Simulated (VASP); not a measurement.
## NbP: single point with BLYP+D4

NbP:

```
Nb P
1.0
    -1.67445    1.67445    5.73598
     1.67445   -1.67445    5.73598
     1.67445    1.67445   -5.73598
Nb P
2 2
Direct
  0.24992 0.74992 0.50000
  0.49992 0.49992 0.00000
  0.83271 0.33271 0.50000
  0.08271 0.08271 0.00000
```

```yaml
Program: VASP 6.6.1
Task: single point
Functional: BLYP
Dispersion: D4
Potentials_or_basis: VASP PAW PBE potentials, release 64 (Nb_sv, P)
Cutoff: 520 eV
k_mesh: 11 × 11 × 11
Occupations: fermi-dirac, width 0.05 eV
Spin: no spin polarisation
```

```
Pressure                   : 0.0 GPa
Band gap on the k mesh     : zero (filled and empty bands touch)
Dispersion energy per atom : -0.803 eV
```

Levels at points of the mesh, in eV from the Fermi level:
| k point | band 16 | band 17 | band 18 | band 19 | band 20 | band 21 |
| --- | --- | --- | --- | --- | --- | --- |
| (0.00, 0.00, 0.00) | -1.66 | -1.37 | -1.37 | 0.80 | 1.55 | 2.63 |

Run time: 4.9 min on 1 thread of Intel(R) Xeon(R) 6975P-C (Granite Rapids) (shared host), peak memory 0.43 GiB.

Caveat: the PAW data sets were made with another functional, which shifts forces and pressure a little.
